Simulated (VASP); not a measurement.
ZrB2: electric field gradients with LDA

Crystal: ZrB2.

```
Zr B
1.0
     3.22707    0.00000    0.00000
    -1.61354    2.79473    0.00000
     0.00000    0.00000    3.58904
Zr B
1 2
Direct
  0.00000 0.00000 0.00000
  0.33333 0.66667 0.50000
  0.66667 0.33333 0.50000
```

This cell differs from its parent crystal: volume scaled by 1.06.

```yaml
Program: VASP 6.6.1
Task: electric field gradients
Functional: LDA
Potentials_or_basis: VASP PAW LDA potentials, release 64 (Zr_sv, B)
Cutoff: 520 eV
k_mesh: 13 × 13 × 10
Occupations: fermi-dirac, width 0.03 eV
Spin: no spin polarisation
Dipole_correction: no
Further_INCAR_settings: ALGO = Normal; EDIFF = 1e-08; NBANDS = 16
```

The pressure is -18.9 GPa and the band gap on the k mesh is zero (band 9 reaches 10.43 eV, above the bottom of band 10 at 9.61 eV).

Stress tensor (GPa, compression positive):
```
-19.72   0.00   0.00
  0.00 -19.72   0.00
  0.00   0.00 -17.40
```

Levels at points of the mesh, in eV from the Fermi level:
```tsv
k point	band 6	band 7	band 8	band 9	band 10	band 11	band 12	band 13
(0.00, 0.00, 0.00)	-2.64	-2.64	-2.58	-2.40	3.04	3.04	3.80	3.80
(0.00, 0.00, 0.50)	-6.87	-1.04	-1.04	0.17	0.17	0.61	0.61	1.60
```

Electric field gradients, principal values (V/Å²):
| atom | least | middle | greatest (by size) |
| --- | --- | --- | --- |
| 1 Zr | -21.825 | -21.826 | 43.651 |
| 2 B | -0.858 | -0.858 | 1.715 |
| 3 B | -0.858 | -0.858 | 1.715 |

It took 92 s on 1 thread of AMD EPYC 7R13 (shared host), peak memory 0.15 GiB.

Caveat: without QUAD_EFG the Cq values of the log hold for a quadrupole moment of 1 mb, not for the nuclei.
